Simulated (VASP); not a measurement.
# Ti (P2_1/m) in VASP: notebook

Runs on Ti. Level: PBE. Tasks: single point.

All numbers are computed with VASP 6.6.1; they aren't measurements. Logs are shortened: lines on timing, memory, paths and dates and some standing lists are left out, and cuts for length are marked.

**1. The cell of the first run**

Symmetry: P2_1/m, No. 11, monoclinic system. The conventional cell has a = 2.893 Å, b = 4.686 Å, c = 2.951 Å, α = 90.00°, β = 118.05°, γ = 90.00°. Within 3.8 Å of Ti (site symmetry m) lie 12 Ti at 2.88 to 3.01 Å.

**2. Single point, PBE (strain +0.0450 x Voigt [0, 0, 0, 0, 0, 1])**

Input file INCAR:

```
SYSTEM = Ti
PREC     = Accurate       ! precision mode
ENCUT    = 520            ! plane-wave cutoff, eV
EDIFF    = 1E-6           ! SCF threshold, eV
ISMEAR   = 0              ! smearing method
SIGMA    = 0.15           ! smearing width, eV
LREAL    = .FALSE.        ! projectors in reciprocal space
LASPH    = .TRUE.         ! aspherical terms in the spheres
NELM     = 100            ! most SCF steps
ALGO     = Fast           ! electronic algorithm
ISIF     = 2              ! what is computed and relaxed
LWAVE    = .FALSE.        ! write WAVECAR
LCHARG   = .FALSE.        ! write CHGCAR
GGA      = PE             ! functional
NBANDS   = 19             ! bands
```

Input file KPOINTS:

```
Automatic mesh
0
G
  18 18 10
  0 0 0
```

Input file POSCAR:

```
Ti
1.0
    2.9499978604      0.0663749519      0.0000000000
   -1.4175165357      2.5215856123      0.0000000000
    0.0000000000      0.0000000000      4.6860000000
Ti
2
Direct
    0.3333333333      0.6666666667      0.2500000000
    0.6666666667      0.3333333333      0.7500000000
```

Potentials or basis: VASP PAW PBE potentials, release 64 (Ti_sv).

Run with:

```console
$ cat potpaw_PBE.64/Ti_sv/POTCAR > POTCAR
$ mpirun -np 1 vasp_std > vasp.out
```

OUTCAR:

```text
SYSTEM = Ti
   PREC = Accurate
   ENCUT = 520
   EDIFF = 1E-6
   ISMEAR = 0
   LREAL = .FALSE.
   LASPH = .TRUE.
   NELM = 100
   ISIF = 2
   GGA = PE

 ion  position               nearest neighbor table
   1  0.333  0.667  0.250-   2 2.88   2 2.88   2 2.90   2 2.90   2 2.92   2 2.92
   2  0.667  0.333  0.750-   1 2.88   1 2.88   1 2.90   1 2.90   1 2.92   1 2.92

  Warning from LATTYP: Monoclinic adjustment (A1->A3, A2->A1, A3->A2)!
  LATTYP: Found a simple monoclinic cell.
 ALAT       =     2.8927058491
 B/A-ratio  =     1.6199365731
 C/A-ratio  =     1.0200637874
 COS(beta)  =    -0.4702989566

  Lattice vectors:

 A1 = (  -1.4175165357,   2.5215856123,   0.0000000000)
 A2 = (   0.0000000000,   0.0000000000,   4.6860000000)
 A3 = (   2.9499978604,   0.0663749519,   0.0000000000)

Analysis of symmetry for initial positions (statically):
=====================================================================
 Subroutine PRICEL returns:
 Original cell was already a primitive cell.

 Routine SETGRP: Setting up the symmetry group for a
 simple monoclinic supercell.

 Subroutine GETGRP returns: Found  4 space group operations
 (whereof  2 operations were pure point group operations)
 out of a pool of  4 trial point group operations.

The static configuration has the point symmetry S_2 .
 The point group associated with its full space group is C_2h.

Analysis of symmetry for dynamics (positions and initial velocities):
=====================================================================
 Subroutine PRICEL returns:
 Original cell was already a primitive cell.

 Routine SETGRP: Setting up the symmetry group for a
 simple monoclinic supercell.

 Subroutine GETGRP returns: Found  4 space group operations
 (whereof  2 operations were pure point group operations)
 out of a pool of  4 trial point group operations.

The dynamic configuration has the point symmetry S_2 .
 The point group associated with its full space group is C_2h.

 Subroutine INISYM returns: Found  4 space group operations
 (whereof  2 operations are pure point group operations),
 and found     1 'primitive' translations

----------------------------------------------------------------------------------------

                                     Primitive cell

  volume of cell :      35.2985

  direct lattice vectors                    reciprocal lattice vectors
     2.949997860  0.066374952  0.000000000     0.334749241  0.188180240  0.000000000
    -1.417516536  2.521585612  0.000000000    -0.008811505  0.391622454  0.000000000
     0.000000000  0.000000000  4.686000000     0.000000000  0.000000000  0.213401622

  length of vectors
     2.950744484  2.892705849  4.686000000     0.384016741  0.391721571  0.213401622

  position of ions in fractional coordinates (direct lattice)
     0.333333333  0.666666667  0.250000000
     0.666666667  0.333333333  0.750000000

  ion indices of the primitive-cell ions
   primitive index   ion index
                 1           1
                 2           2

----------------------------------------------------------------------------------------

 KPOINTS: Automatic mesh

Automatic generation of k-mesh.
 Grid dimensions read from file:
 generate k-points for:   18   18   10

 Generating k-lattice:

  Cartesian coordinates                     Fractional coordinates (reciprocal lattice)
     0.018597180  0.010454458  0.000000000     0.055555556  0.000000000  0.000000000
    -0.000489528  0.021756803  0.000000000     0.000000000  0.055555556  0.000000000
     0.000000000  0.000000000  0.021340162     0.000000000  0.000000000  0.100000000

  Length of vectors
     0.021334263  0.021762309  0.021340162

  Shift w.r.t. Gamma in fractional coordinates (k-lattice)
     0.000000000  0.000000000  0.000000000

 Subroutine IBZKPT returns following result:
 ===========================================

 Found    984 irreducible k-points:

 Following reciprocal coordinates:
            Coordinates               Weight
  0.000000  0.000000  0.000000      1.000000
  0.055556  0.000000  0.000000      2.000000
  0.111111  0.000000  0.000000      2.000000
  0.166667  0.000000  0.000000      2.000000
  0.222222  0.000000  0.000000      2.000000
  0.277778  0.000000  0.000000      2.000000
[... 16 lines left out ...]
 -0.333333  0.055556  0.000000      2.000000
 -0.277778  0.055556  0.000000      2.000000
 [... further k-points ...]
   k-points           NKPTS =    984   k-points in BZ     NKDIM =    984   number of bands    NBANDS=     19
   number of dos      NEDOS =    301   number of ions     NIONS =      2
   total plane-waves  NPLWV =  20736
   dimension x,y,z NGX =    24 NGY =   24 NGZ =   36
   dimension x,y,z NGXF=    48 NGYF=   48 NGZF=   72
   ions per type =               2
   NGX,Y,Z   is equivalent  to a cutoff of  13.52, 13.79, 12.77 a.u.
   NGXF,Y,Z  is equivalent  to a cutoff of  27.04, 27.59, 25.54 a.u.
 SYSTEM =  Ti
   PREC   = accura    normal or accurate (medium, high low for compatibility)
   ISTART =      0    job   : 0-new  1-cont  2-samecut
   ICHARG =      2    charge: 1-file 2-atom 10-const
   ISPIN  =      1    spin polarized calculation?
   LNONCOLLINEAR =      F non collinear calculations
   LSORBIT =      F    spin-orbit coupling
   LASPH  =      T    aspherical Exc in radial PAW
   ENCUT  =  520.0 eV  38.22 Ry    6.18 a.u.   5.49  5.38  8.71*2*pi/ulx,y,z
   NELM   =    100;   NELMIN=  2; NELMDL= -5     # of ELM steps
   EDIFF  = 0.1E-05   stopping-criterion for ELM
   LREAL  =      F    real-space projection
   EDIFFG = 0.1E-04   stopping-criterion for IOM
   NSW    =      0    number of steps for IOM
   IBRION =     -1    ionic relax: 0-MD 1-quasi-New 2-CG
   NFREE  =      0    steps in history (QN), initial steepest desc. (CG)
   ISIF   =      2    stress and relaxation
   ISYM   =      2    0-nonsym 1-usesym 2-fastsym
   POTIM  = 0.5000    time-step for ionic-motion
   TEBEG  =    0.0;   TEEND  =   0.0 temperature during run
   PSTRESS=    0.0 pullay stress
   NELECT =      24.0000    total number of electrons
   NUPDOWN=      -1.0000    fix difference up-down
   EMIN   =  10.00;   EMAX   =-10.00  energy-range for DOS
   EFERMI =   0.00;   METHOD = LEGACY
   ISMEAR =     0;   SIGMA  =   0.15  broadening in eV -4-tet -1-fermi 0-gaus
   EFERMI_NEDOS =   21; number of points for ismear=-14 and -15
   IALGO  =     68    algorithm
   IMIX   =      4    mixing-type and parameters
     AMIX     =   0.40;   BMIX     =  1.00
     AMIX_MAG =   1.60;   BMIX_MAG =  1.00
  volume/ion in A,a.u.               =      17.65       119.10
  Fermi-wavevector in a.u.,A,eV,Ry     =   1.439549  2.720353 28.195370  2.072301
  Thomas-Fermi vector in A             =   2.558392
   LORBIT       =      0    0 simple, 1 ext, 2 COOP (PROOUT), +10 PAW based schemes
   GGA     = PE    functional components
   LHFCALC =     F    Hartree Fock is set to
   AEXX    =    0.0000 exact exchange contribution
   IVDW    =     0    specifies the selected vdW correction
   LEPSILON=     F    determine dielectric tensor
   LRPA    =     F    only Hartree local field effects (RPA)
 non-spin polarized calculation
 RMM-DIIS sequential band-by-band and
 Gauss-broadening in eV      SIGMA  =   0.15
  energy-cutoff  :      520.00
  volume of cell :       35.30
 maximum number of plane-waves:       978
 NGX is ok and might be reduce to    24
   NGX = 11   NGY = 11   NGZ = 17

 number of electron      24.0000000 magnetization

 Free energy of the ion-electron system (eV)
  ---------------------------------------------------
  ext. energy  EPLUGINS =         0.00000000
  ---------------------------------------------------
  free energy    TOTEN  =       -15.66619807 eV

  energy without entropy =      -15.64138952  energy(sigma->0) =      -15.65379379

 E-fermi :   8.1572     XC(G=0): -11.4214

 val. band max:        8.1543504948   @ k =   0.0000   0.1667   0.4000
 cond. band min:       8.1575749766   @ k =   0.1111   0.0556   0.2000
 fundamental gap:      0.0032244818
 Fermi energy:         8.1571553286

 k-point     1 :       0.0000    0.0000    0.0000
  band No.  band energies     occupation
      1     -48.7171      2.00000
      2     -48.5905      2.00000
      3     -25.2843      2.00000
      4     -24.6916      2.00000
      5     -24.6517      2.00000
      6     -24.6162      2.00000
[... 11 lines left out ...]
     18       9.8452      0.00000
     19      11.2002      0.00000

 k-point     2 :       0.0556    0.0000    0.0000
  band No.  band energies     occupation
      1     -48.7145      2.00000
      2     -48.5895      2.00000
      3     -25.2782      2.00000
      4     -24.7036      2.00000
      5     -24.6561      2.00000
      6     -24.6189      2.00000
[... 11 lines left out ...]
     18       9.8015      0.00000
     19      11.3454      0.00000

 k-point     3 :       0.1111    0.0000    0.0000
  band No.  band energies     occupation
      1     -48.7069      2.00000
      2     -48.5867      2.00000
      3     -25.2604      2.00000
      4     -24.7389      2.00000
      5     -24.6677      2.00000
      6     -24.6466      2.00000
[... 11 lines left out ...]
     18       9.8297      0.00000
     19      11.3942      0.00000

 k-point     4 :       0.1667    0.0000    0.0000
  band No.  band energies     occupation
      1     -48.6950      2.00000
      2     -48.5827      2.00000
      3     -25.2320      2.00000
      4     -24.7940      2.00000
      5     -24.7027      2.00000
      6     -24.6838      2.00000
[... 407 lines left out ...]
     18      11.3561      0.00000
     19      11.6367      0.00000

 k-point    23 :      -0.3333    0.0556    0.0000
  band No.  band energies     occupation
      1     -48.6524      2.00000
      2     -48.5712      2.00000
      3     -25.1239      2.00000
      4     -24.9730      2.00000
      5     -24.8835      2.00000
      6     -24.7353      2.00000
[... 11 lines left out ...]
     18      10.9360      0.00000
     19      11.5998      0.00000

 k-point    24 :      -0.2778    0.0556    0.0000
  band No.  band energies     occupation
      1     -48.6691      2.00000
      2     -48.5747      2.00000
      3     -25.1684      2.00000
      4     -24.9020      2.00000
      5     -24.8188      2.00000
      6     -24.7142      2.00000
[... 11 lines left out ...]
     18      10.5457      0.00000
     19      11.5484      0.00000

 [... further k-points ...]

------------------------ aborting loop because EDIFF is reached ----------------------------------------

  FORCE on cell =-STRESS in cart. coord.  units (eV):
  Direction    XX          YY          ZZ          XY          YZ          ZX
  --------------------------------------------------------------------------------------
  -------------------------------------------------------------------------------------
  Total       -0.4298887     -0.3964925     -0.5687772     -0.6110667      0.0000000      0.0000000
  in kB      -19.5123780    -17.9965465    -25.8164387    -27.7359336      0.0000000      0.0000000
  external PRESSURE =     -21.1084544 kB  Pullay stress =       0.0000000 kB

 VOLUME and BASIS-vectors are now :
 -----------------------------------------------------------------------------
  energy-cutoff  :      520.00
  volume of cell :       35.30
      direct lattice vectors                 reciprocal lattice vectors
     2.949997860  0.066374952  0.000000000     0.334749241  0.188180240  0.000000000
    -1.417516536  2.521585612  0.000000000    -0.008811505  0.391622454  0.000000000
     0.000000000  0.000000000  4.686000000     0.000000000  0.000000000  0.213401622

 POSITION                                       TOTAL-FORCE (eV/Angst)
 -----------------------------------------------------------------------------------
      0.03832      1.70318      1.17150        -0.119467      0.007020      0.000000
      1.49416      0.88478      3.51450         0.119467     -0.007020      0.000000
 -----------------------------------------------------------------------------------
    total drift:                               -0.000000      0.000000     -0.000000

  FREE ENERGIE OF THE ION-ELECTRON SYSTEM (eV)
  ---------------------------------------------------
  free  energy   TOTEN  =       -15.6661980663 eV

  energy  without entropy=      -15.6413895178  energy(sigma->0) =      -15.65379379
```

It took 11 min on 1 thread of Intel Xeon 6975P-C (Granite Rapids), shared host; peak memory 0.59 GiB.

What came out:

- Free energy: -15.6662 eV
- Pressure: -2.1 GPa
- Largest force: 0.120 eV/Å
- Band gap on the k mesh: zero (bands 12 and 13 overlap by 1.05 eV)

Forces in eV/Å, atoms in the order of the input:
```
Ti  -0.119  0.007  0.000
Ti   0.119 -0.007  0.000
```

Levels at points of the mesh, in eV from the Fermi level:
| k point | band 8 | band 9 | band 10 | band 11 | band 12 | band 13 | band 14 | band 15 | band 16 | band 17 |
| --- | --- | --- | --- | --- | --- | --- | --- | --- | --- | --- |
| (0.00, 0.00, 0.00) | -32.71 | -6.16 | -2.64 | 0.51 | 0.71 | 0.86 | 1.03 | 1.06 | 1.50 | 1.56 |
| (0.50, 0.00, 0.00) | -32.77 | -2.36 | -2.08 | -1.79 | -0.78 | 0.54 | 0.72 | 1.00 | 3.24 | 3.47 |
| (0.00, 0.50, 0.00) | -32.80 | -2.30 | -2.09 | -1.80 | -0.61 | 0.42 | 0.70 | 1.16 | 3.26 | 3.48 |
| (0.50, 0.50, 0.00) | -32.84 | -2.27 | -2.12 | -1.79 | -0.46 | 0.31 | 0.68 | 1.30 | 3.34 | 3.46 |
| (0.00, 0.00, 0.50) | -32.76 | -4.33 | -4.33 | 0.08 | 0.08 | 0.45 | 0.45 | 0.93 | 0.93 | 2.69 |
| (0.50, 0.00, 0.50) | -32.85 | -2.52 | -2.52 | -0.81 | -0.81 | 1.13 | 1.13 | 1.86 | 1.86 | 3.38 |
| (0.00, 0.50, 0.50) | -32.88 | -2.49 | -2.49 | -0.79 | -0.79 | 1.30 | 1.30 | 1.72 | 1.72 | 3.36 |
| (0.50, 0.50, 0.50) | -32.92 | -2.46 | -2.46 | -0.77 | -0.77 | 1.47 | 1.47 | 1.58 | 1.58 | 3.46 |

Caveat: the cell differs from its parent crystal (strain +0.0450 x Voigt [0, 0, 0, 0, 0, 1]).

**3. Single point, PBE (strain -0.0300 x Voigt [0, 0, 0, 0, 0, 1])**

Input file INCAR:

```
PREC = Accurate ; ENCUT = 520
EDIFF = 1E-6 ; ISMEAR = 0
SIGMA = 0.15 ; LREAL = False
LASPH = True ; NELM = 80
ALGO = Fast ; ISIF = 2
LWAVE = False ; LCHARG = False
GGA = PE ; NBANDS = 19
```

Input file KPOINTS:

```
Automatic mesh
0
Gamma
  18 18 10
```

Input file POSCAR:

```
Ti
1.0
    2.9499978604     -0.0442499679      0.0000000000
   -1.5133205265      2.5768980722      0.0000000000
    0.0000000000      0.0000000000      4.6860000000
Ti
2
Direct
    0.3333333333      0.6666666667      0.2500000000
    0.6666666667      0.3333333333      0.7500000000
```

Potentials or basis: VASP PAW PBE potentials, release 64 (Ti_sv).

Run with:

```console
$ cat potpaw_PBE.64/Ti_sv/POTCAR > POTCAR
$ mpirun -np 1 vasp_std > vasp.out
```

Run time: 11 min. Hardware: 1 thread of Intel Xeon 6975P-C (Granite Rapids), shared host; peak memory 0.6 GiB.

Results (log left out):

* Free energy: -15.6738 eV
* Pressure: -2.1 GPa
* Largest force: 0.080 eV/Å
* Band gap on the k mesh: zero (bands 12 and 13 overlap by 1.04 eV)

Forces on the atoms (eV/Å):
```
Ti   0.080  0.003  0.000
Ti  -0.080 -0.003  0.000
```

Stress tensor (GPa, compression positive):
```
-1.98  1.87  0.00
 1.87 -1.92  0.00
 0.00  0.00 -2.52
```

Levels at points of the mesh, in eV from the Fermi level:
```
           k point  band 8  band 9  band 10  band 11  band 12  band 13  band 14  band 15  band 16  band 17
(0.00, 0.00, 0.00)  -32.73   -6.17    -2.65     0.59     0.71     0.86     0.96     1.10     1.41     1.57
(0.50, 0.00, 0.00)  -32.83   -2.29    -2.12    -1.80    -0.52     0.37     0.65     1.25     3.32     3.47
(0.00, 0.50, 0.00)  -32.81   -2.31    -2.10    -1.80    -0.62     0.45     0.66     1.15     3.27     3.49
(0.50, 0.50, 0.00)  -32.79   -2.35    -2.09    -1.80    -0.73     0.55     0.65     1.05     3.25     3.48
(0.00, 0.00, 0.50)  -32.78   -4.34    -4.34     0.08     0.08     0.53     0.53     0.85     0.85     2.70
(0.50, 0.00, 0.50)  -32.92   -2.47    -2.47    -0.78    -0.78     1.41     1.41     1.62     1.62     3.44
(0.00, 0.50, 0.50)  -32.89   -2.49    -2.49    -0.79    -0.79     1.29     1.29     1.71     1.71     3.39
(0.50, 0.50, 0.50)  -32.87   -2.51    -2.51    -0.81    -0.81     1.18     1.18     1.81     1.81     3.39
```

Caveat: the cell differs from its parent crystal (strain -0.0300 x Voigt [0, 0, 0, 0, 0, 1]).
